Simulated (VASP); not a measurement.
Input of a VASP 6.6.1 run:

File POSCAR:

```
SiS2
1.0
   -2.7820000000      4.7725000000      2.7760000000
    2.7820000000     -4.7725000000      2.7760000000
    2.7820000000      4.7725000000     -2.7760000000
Si S
2 4
Direct
    0.7500000000      0.7500000000      0.0000000000
    0.2500000000      0.2500000000      0.0000000000
    0.1188338255      0.2110927804      0.3299266060
    0.8811661745      0.7889072196      0.6700733940
    0.6188338255      0.2889072196      0.9077410451
    0.3811661745      0.7110927804      0.0922589549
```

Contents of INCAR.step1:

```
PREC     = Accurate       # precision mode
ENCUT    = 440            # plane-wave cutoff, eV
ISMEAR   = -1             # smearing method
SIGMA    = 0.01           # smearing width, eV
LREAL    = False          # projectors in reciprocal space
LASPH    = True           # aspherical terms in the spheres
NELM     = 120            # most SCF steps
NBANDS   = 25             # bands
GGA      = PE             # functional
ALGO     = Normal         # electronic algorithm
EDIFF    = 1E-5           # SCF threshold, eV
LWAVE    = True           # write WAVECAR
LCHARG   = False          # write CHGCAR
GGA_COMPAT= False
```

The input INCAR.step2:

```
PREC     = Accurate       # precision mode
ENCUT    = 440            # plane-wave cutoff, eV
EDIFF    = 1E-8           # SCF threshold, eV
ISMEAR   = -1             # smearing method
SIGMA    = 0.01           # smearing width, eV
LREAL    = False          # projectors in reciprocal space
LASPH    = True           # aspherical terms in the spheres
NELM     = 120            # most SCF steps
ALGO     = Normal         # electronic algorithm
ISIF     = 2              # what is computed and relaxed
LWAVE    = False          # write WAVECAR
LCHARG   = False          # write CHGCAR
METAGGA  = R2SCAN         # meta-GGA
LMIXTAU  = True         
LEFG     = True         
NBANDS   = 25             # bands
ISTART   = 1            
GGA_COMPAT= False
```

File KPOINTS:

```
regular mesh
0
Gamma
  8 8 8
```

Potentials or basis: VASP PAW PBE potentials, release 64 (Si, S).

Run with:

```sh
$ cat potpaw_PBE.64/Si/POTCAR potpaw_PBE.64/S/POTCAR > POTCAR
$ cp INCAR.step1 INCAR
$ mpirun -np 1 vasp_std > vasp.out
$ cp INCAR.step2 INCAR
$ mpirun -np 1 vasp_std > vasp.out
```

**Question.** What does it give for the largest force?

**Answer.** 0.332 eV/Å.

**Question.** Estimate the band gap on the k mesh.

**Answer.** 3.14 eV (least direct gap 3.41 eV).

**Question.** What does it give for the pressure?

**Answer.** -0.7 GPa.

Stress tensor (GPa, compression positive):
```
-0.50  0.00  0.00
 0.00 -0.40  0.00
 0.00  0.00 -1.11
```

Caveat: without QUAD_EFG the Cq values of the log hold for a quadrupole moment of 1 mb, not for the nuclei; the PAW data sets were made with another functional, which shifts forces and pressure a little. A k mesh can miss the band edges.
